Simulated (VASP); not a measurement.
# Sn (Fd-3m) in VASP: a series of runs

Sn is run at these levels: PBEsol; tasks: single point.

All numbers are computed with VASP 6.6.1; they aren't measurements. Logs are shortened: lines on timing, memory, paths and dates and some standing lists are left out, and cuts for length are marked.

## Step 1: The cell of the first run

Symmetry: Fd-3m, No. 227, cubic system. Conventional cell: a = 6.475 Å, b = 6.475 Å, c = 6.475 Å, α = 90.00°, β = 90.00°, γ = 90.00°. Sn (site symmetry -43m) has 4 Sn at 2.80 Å within 3.7 Å.

This isn't the form of Sn at room conditions, which is tetragonal (white tin).

## Step 2: Single point, PBEsol (equal strain along all axes, cell held: -1.0 %)

Contents of INCAR:

```
SYSTEM = Sn
PREC     = Accurate       ! precision mode
ENCUT    = 520            ! plane-wave cutoff, eV
EDIFF    = 1E-7           ! SCF threshold, eV
ISMEAR   = 0              ! smearing method
SIGMA    = 0.1            ! smearing width, eV
LREAL    = .FALSE.        ! projectors in reciprocal space
LASPH    = .TRUE.         ! aspherical terms in the spheres
NELM     = 80             ! most SCF steps
ALGO     = Fast           ! electronic algorithm
ISIF     = 2              ! what is computed and relaxed
LWAVE    = .FALSE.        ! write WAVECAR
LCHARG   = .FALSE.        ! write CHGCAR
GGA      = PS             ! functional
NBANDS   = 36             ! bands
```

Contents of KPOINTS:

```
Automatic mesh
0
G
  12 12 8
  0 0 0
```

Contents of POSCAR:

```
Sn
1.0
    3.2376481864      3.2376481864      0.0000000000
   -3.2376481864      3.2376481864      0.0000000000
    0.0000000000      0.0000000000      6.4752963727
Sn
4
Direct
    0.0000000000      0.0000000000      0.5000000000
    0.0000000000      0.5000000000      0.2500000000
    0.5000000000      0.5000000000      0.0000000000
    0.5000000000      0.0000000000      0.7500000000
```

Potentials or basis: VASP PAW PBE potentials, release 64 (Sn_d).

The run is started by

```bash
> cat potpaw_PBE.64/Sn_d/POTCAR > POTCAR
> mpirun -np 1 vasp_std > vasp.out
```

OUTCAR:

```text
SYSTEM = Sn
   PREC = Accurate
   ENCUT = 520
   EDIFF = 1E-7
   ISMEAR = 0
   LREAL = .FALSE.
   LASPH = .TRUE.
   NELM = 80
   ISIF = 2
   GGA = PS

 ion  position               nearest neighbor table
   1  0.000  0.000  0.500-   2 2.80   4 2.80   2 2.80   4 2.80
   2  0.000  0.500  0.250-   1 2.80   3 2.80   1 2.80   3 2.80
   3  0.500  0.500  0.000-   2 2.80   4 2.80   4 2.80   2 2.80
   4  0.500  0.000  0.750-   1 2.80   3 2.80   3 2.80   1 2.80

  LATTYP: Found a simple tetragonal cell.
 ALAT       =     4.5787259754
 C/A-ratio  =     1.4142135624

  Lattice vectors:

 A1 = (   3.2376481864,   3.2376481864,   0.0000000000)
 A2 = (  -3.2376481864,   3.2376481864,   0.0000000000)
 A3 = (   0.0000000000,   0.0000000000,   6.4752963727)

Analysis of symmetry for initial positions (statically):
=====================================================================
 Subroutine PRICEL returns following result:

  LATTYP: Found a face centered cubic cell.
 ALAT       =     6.4752963727

  Lattice vectors:

 A1 = (   0.0000000000,  -3.2376481864,  -3.2376481863)
 A2 = (   3.2376481864,   0.0000000000,  -3.2376481863)
 A3 = (   3.2376481864,  -3.2376481864,   0.0000000000)

   2 primitive cells build up your supercell.

 Routine SETGRP: Setting up the symmetry group for a
 simple tetragonal supercell.

 Subroutine GETGRP returns: Found 16 space group operations
 (whereof  8 operations were pure point group operations)
 out of a pool of 16 trial point group operations.

The static configuration has the point symmetry D_2d.
 The point group associated with its full space group is D_4h.

Analysis of symmetry for dynamics (positions and initial velocities):
=====================================================================
 Subroutine PRICEL returns following result:

  LATTYP: Found a face centered cubic cell.
 ALAT       =     6.4752963727

  Lattice vectors:

 A1 = (   0.0000000000,  -3.2376481864,  -3.2376481863)
 A2 = (   3.2376481864,   0.0000000000,  -3.2376481863)
 A3 = (   3.2376481864,  -3.2376481864,   0.0000000000)

   2 primitive cells build up your supercell.

 Routine SETGRP: Setting up the symmetry group for a
 simple tetragonal supercell.

 Subroutine GETGRP returns: Found 16 space group operations
 (whereof  8 operations were pure point group operations)
 out of a pool of 16 trial point group operations.

The dynamic configuration has the point symmetry D_2d.
 The point group associated with its full space group is D_4h.

 Subroutine INISYM returns: Found 16 space group operations
 (whereof  8 operations are pure point group operations),
 and found     2 'primitive' translations

----------------------------------------------------------------------------------------

                                     Primitive cell

  volume of cell :      67.8764

  direct lattice vectors                    reciprocal lattice vectors
     0.000000000 -3.237648186 -3.237648186    -0.154433086 -0.154433086 -0.154433086
     3.237648186  0.000000000 -3.237648186     0.154433086  0.154433086 -0.154433086
     3.237648186 -3.237648186  0.000000000     0.154433086 -0.154433086  0.154433086

  length of vectors
     4.578725975  4.578725975  4.578725975     0.267485951  0.267485951  0.267485951

  position of ions in fractional coordinates (direct lattice)
     0.500000000  0.500000000  0.500000000
     0.750000000  0.750000000  0.750000000

  ion indices of the primitive-cell ions
   primitive index   ion index
                 1           1
                 2           2

----------------------------------------------------------------------------------------

 KPOINTS: Automatic mesh

Automatic generation of k-mesh.
 Grid dimensions read from file:
 generate k-points for:   12   12    8

 Generating k-lattice:

  Cartesian coordinates                     Fractional coordinates (reciprocal lattice)
     0.012869424  0.012869424  0.000000000     0.083333333  0.000000000  0.000000000
    -0.012869424  0.012869424  0.000000000     0.000000000  0.083333333  0.000000000
     0.000000000  0.000000000  0.019304136     0.000000000  0.000000000  0.125000000

  Length of vectors
     0.018200114  0.018200114  0.019304136

  Shift w.r.t. Gamma in fractional coordinates (k-lattice)
     0.000000000  0.000000000  0.000000000

 Subroutine IBZKPT returns following result:
 ===========================================

 Found    140 irreducible k-points:

 Following reciprocal coordinates:
            Coordinates               Weight
  0.000000  0.000000  0.000000      1.000000
  0.083333  0.000000  0.000000      4.000000
  0.166667  0.000000  0.000000      4.000000
  0.250000  0.000000  0.000000      4.000000
  0.333333  0.000000  0.000000      4.000000
  0.416667  0.000000  0.000000      4.000000
[... 16 lines left out ...]
  0.333333  0.333333  0.000000      4.000000
  0.416667  0.333333  0.000000      8.000000
 [... further k-points ...]
   k-points           NKPTS =    140   k-points in BZ     NKDIM =    140   number of bands    NBANDS=     36
   number of dos      NEDOS =    301   number of ions     NIONS =      4
   total plane-waves  NPLWV =  62208
   dimension x,y,z NGX =    36 NGY =   36 NGZ =   48
   dimension x,y,z NGXF=    72 NGYF=   72 NGZF=   96
   ions per type =               4
   NGX,Y,Z   is equivalent  to a cutoff of  13.07, 13.07, 12.32 a.u.
   NGXF,Y,Z  is equivalent  to a cutoff of  26.14, 26.14, 24.65 a.u.
 SYSTEM =  Sn
   PREC   = accura    normal or accurate (medium, high low for compatibility)
   ISTART =      0    job   : 0-new  1-cont  2-samecut
   ICHARG =      2    charge: 1-file 2-atom 10-const
   ISPIN  =      1    spin polarized calculation?
   LNONCOLLINEAR =      F non collinear calculations
   LSORBIT =      F    spin-orbit coupling
   LASPH  =      T    aspherical Exc in radial PAW
   ENCUT  =  520.0 eV  38.22 Ry    6.18 a.u.   8.51  8.51 12.04*2*pi/ulx,y,z
   NELM   =     80;   NELMIN=  2; NELMDL= -5     # of ELM steps
   EDIFF  = 0.1E-06   stopping-criterion for ELM
   LREAL  =      F    real-space projection
   EDIFFG = 0.1E-05   stopping-criterion for IOM
   NSW    =      0    number of steps for IOM
   IBRION =     -1    ionic relax: 0-MD 1-quasi-New 2-CG
   NFREE  =      0    steps in history (QN), initial steepest desc. (CG)
   ISIF   =      2    stress and relaxation
   ISYM   =      2    0-nonsym 1-usesym 2-fastsym
   POTIM  = 0.5000    time-step for ionic-motion
   TEBEG  =    0.0;   TEEND  =   0.0 temperature during run
   PSTRESS=    0.0 pullay stress
   NELECT =      56.0000    total number of electrons
   NUPDOWN=      -1.0000    fix difference up-down
   EMIN   =  10.00;   EMAX   =-10.00  energy-range for DOS
   EFERMI =   0.00;   METHOD = LEGACY
   ISMEAR =     0;   SIGMA  =   0.10  broadening in eV -4-tet -1-fermi 0-gaus
   EFERMI_NEDOS =   21; number of points for ismear=-14 and -15
   IALGO  =     68    algorithm
   IMIX   =      4    mixing-type and parameters
     AMIX     =   0.40;   BMIX     =  1.00
     AMIX_MAG =   1.60;   BMIX_MAG =  1.00
  volume/ion in A,a.u.               =      33.94       229.03
  Fermi-wavevector in a.u.,A,eV,Ry     =   1.218675  2.302962 20.206943  1.485168
  Thomas-Fermi vector in A             =   2.353953
   LORBIT       =      0    0 simple, 1 ext, 2 COOP (PROOUT), +10 PAW based schemes
   GGA     = PS    functional components
   LHFCALC =     F    Hartree Fock is set to
   AEXX    =    0.0000 exact exchange contribution
   IVDW    =     0    specifies the selected vdW correction
   LEPSILON=     F    determine dielectric tensor
   LRPA    =     F    only Hartree local field effects (RPA)
 non-spin polarized calculation
 RMM-DIIS sequential band-by-band and
 Gauss-broadening in eV      SIGMA  =   0.10
  energy-cutoff  :      520.00
  volume of cell :      135.75
 maximum number of plane-waves:      3700
 NGX is ok and might be reduce to    36
   NGX = 17   NGY = 17   NGZ = 25

 number of electron      56.0000049 magnetization

 Free energy of the ion-electron system (eV)
  ---------------------------------------------------
  ext. energy  EPLUGINS =         0.00000000
  ---------------------------------------------------
  free energy    TOTEN  =       -16.91635972 eV

  energy without entropy =      -16.91524780  energy(sigma->0) =      -16.91580376

 E-fermi :   5.5819     XC(G=0):  -9.0947

 val. band max:        5.5091425994   @ k =   0.5000   0.0000   0.5000
 cond. band min:       5.6082286966   @ k =   0.0833   0.0000   0.0000
 fundamental gap:      0.0990860973
 Fermi energy:         5.5818824916

 k-point     1 :       0.0000    0.0000    0.0000
  band No.  band energies     occupation
      1     -16.1066      2.00000
      2     -16.1066      2.00000
      3     -16.0542      2.00000
      4     -16.0542      2.00000
      5     -16.0542      2.00000
      6     -15.9928      2.00000
[... 28 lines left out ...]
     35      10.4211      0.00000
     36      13.3790      0.00000

 k-point     2 :       0.0833    0.0000    0.0000
  band No.  band energies     occupation
      1     -16.1119      2.00000
      2     -16.1068      2.00000
      3     -16.0592      2.00000
      4     -16.0563      2.00000
      5     -16.0539      2.00000
      6     -15.9886      2.00000
[... 28 lines left out ...]
     35      10.6825      0.00000
     36      12.8605      0.00000

 k-point     3 :       0.1667    0.0000    0.0000
  band No.  band energies     occupation
      1     -16.1221      2.00000
      2     -16.1070      2.00000
      3     -16.0698      2.00000
      4     -16.0626      2.00000
      5     -16.0514      2.00000
      6     -15.9785      2.00000
[... 28 lines left out ...]
     35      11.3326      0.00000
     36      12.1375      0.00000
[... 742 lines left out ...]
 k-point    23 :       0.3333    0.3333    0.0000
  band No.  band energies     occupation
      1     -16.1208      2.00000
      2     -16.1208      2.00000
      3     -16.0949      2.00000
      4     -16.0949      2.00000
      5     -16.0396      2.00000
      6     -15.9274      2.00000
[... 28 lines left out ...]
     35      11.5784      0.00000
     36      11.5791      0.00000

 k-point    24 :       0.4167    0.3333    0.0000
  band No.  band energies     occupation
      1     -16.1163      2.00000
      2     -16.1153      2.00000
      3     -16.1015      2.00000
      4     -16.1014      2.00000
      5     -16.0220      2.00000
      6     -15.9627      2.00000
[... 28 lines left out ...]
     35      12.1489      0.00000
     36      12.1830      0.00000

 [... further k-points ...]

------------------------ aborting loop because EDIFF is reached ----------------------------------------

  FORCE on cell =-STRESS in cart. coord.  units (eV):
  Direction    XX          YY          ZZ          XY          YZ          ZX
  --------------------------------------------------------------------------------------
  -------------------------------------------------------------------------------------
  Total        1.0619311      1.0619311      1.0613079      0.0000000     -0.0000000      0.0000000
  in kB       12.5330846     12.5330846     12.5257296      0.0000000     -0.0000000      0.0000000
  external PRESSURE =      12.5306329 kB  Pullay stress =       0.0000000 kB

 VOLUME and BASIS-vectors are now :
 -----------------------------------------------------------------------------
  energy-cutoff  :      520.00
  volume of cell :      135.75
      direct lattice vectors                 reciprocal lattice vectors
     3.237648186  3.237648186  0.000000000     0.154433086  0.154433086  0.000000000
    -3.237648186  3.237648186  0.000000000    -0.154433086  0.154433086  0.000000000
     0.000000000  0.000000000  6.475296373     0.000000000  0.000000000  0.154433086

 POSITION                                       TOTAL-FORCE (eV/Angst)
 -----------------------------------------------------------------------------------
      0.00000      0.00000      3.23765        -0.000000     -0.000000     -0.000000
     -1.61882      1.61882      1.61882         0.000000      0.000000      0.000000
      0.00000      3.23765      0.00000        -0.000000     -0.000000      0.000000
      1.61882      1.61882      4.85647         0.000000      0.000000      0.000000
 -----------------------------------------------------------------------------------
    total drift:                               -0.000000      0.000000      0.000000

  FREE ENERGIE OF THE ION-ELECTRON SYSTEM (eV)
  ---------------------------------------------------
  free  energy   TOTEN  =       -16.9163597204 eV

  energy  without entropy=      -16.9152478024  energy(sigma->0) =      -16.91580376
```

Run time: 5 min. Hardware: 1 thread of Intel Xeon 6975P-C (Granite Rapids), shared host; peak memory 0.58 GiB.

Results:

```yaml
Free_energy: -16.9164 eV
Pressure: 1.3 GPa
Band_gap_on_the_k_mesh: zero (bands 28 and 29 overlap by 0.14 eV)
```

Caveat: the cell differs from its parent crystal (equal strain along all axes, cell held: -1.0 %); the PAW data sets were made with another functional, which shifts forces and pressure a little; spin-orbit coupling is left out, which moves the levels of the heavy elements.

## Step 3: Single point, PBEsol

This run uses another cell than the first one, of 34.98 Å³/atom.

Contents of INCAR:

```
SYSTEM = Sn
ALGO     = Fast           ! electronic algorithm
EDIFF    = 1E-7           ! SCF threshold, eV
ENCUT    = 520            ! plane-wave cutoff, eV
GGA      = PS             ! functional
ISIF     = 2              ! what is computed and relaxed
ISMEAR   = 0              ! smearing method
LASPH    = .TRUE.         ! aspherical terms in the spheres
LCHARG   = .FALSE.        ! write CHGCAR
LREAL    = .FALSE.        ! projectors in reciprocal space
LWAVE    = .FALSE.        ! write WAVECAR
NBANDS   = 36             ! bands
NELM     = 80             ! most SCF steps
PREC     = Accurate       ! precision mode
SIGMA    = 0.1            ! smearing width, eV
```

Contents of KPOINTS:

```
k-points
0
G
  12 12 8
  0 0 0
```

Contents of POSCAR:

```
Sn
1.0
    3.2703517034      3.2703517034      0.0000000000
   -3.2703517034      3.2703517034      0.0000000000
    0.0000000000      0.0000000000      6.5407034068
Sn
4
Direct
    0.0000000000      0.0000000000      0.5000000000
    0.0000000000      0.5000000000      0.2500000000
    0.5000000000      0.5000000000      0.0000000000
    0.5000000000      0.0000000000      0.7500000000
```

Potentials or basis: VASP PAW PBE potentials, release 64 (Sn_d).

The run is started by

```bash
> cat potpaw_PBE.64/Sn_d/POTCAR > POTCAR
> mpirun -np 1 vasp_std > vasp.out
```

Run time: 5.3 min. Hardware: 1 thread of Intel Xeon 6975P-C (Granite Rapids), shared host; peak memory 0.58 GiB.

Results (log left out):

```yaml
Free_energy: -16.9322 eV
Pressure: -0.1 GPa
Band_gap_on_the_k_mesh: zero (bands 28 and 29 overlap by 0.19 eV)
```

Levels at points of the mesh, in eV from the Fermi level:
```tsv
k point	band 24	band 25	band 26	band 27	band 28	band 29	band 30	band 31	band 32	band 33
(0.00, 0.00, 0.00)	-2.40	-2.40	-0.86	0.09	0.09	0.09	0.78	0.78	2.15	2.15
(0.50, 0.00, 0.00)	-5.56	-2.94	-2.94	-1.15	-1.15	1.48	1.48	3.90	3.90	4.12
(0.50, 0.50, 0.00)	-7.46	-2.40	-2.40	-2.40	-2.40	0.78	0.78	0.78	0.78	7.56
(0.00, 0.00, 0.50)	-4.18	-1.55	-1.55	-1.55	-1.55	0.95	0.95	2.08	2.08	4.73
(0.50, 0.00, 0.50)	-6.24	-1.09	-1.09	-1.09	-1.09	-0.11	-0.11	3.20	3.20	3.20
(0.50, 0.50, 0.50)	-7.40	-2.96	-2.96	-2.96	-2.96	3.32	3.32	3.32	3.32	3.97
```

Caveat: the PAW data sets were made with another functional, which shifts forces and pressure a little; spin-orbit coupling is left out, which moves the levels of the heavy elements.

The gap in the log of VASP goes by the Fermi energy; the results here count the filled bands.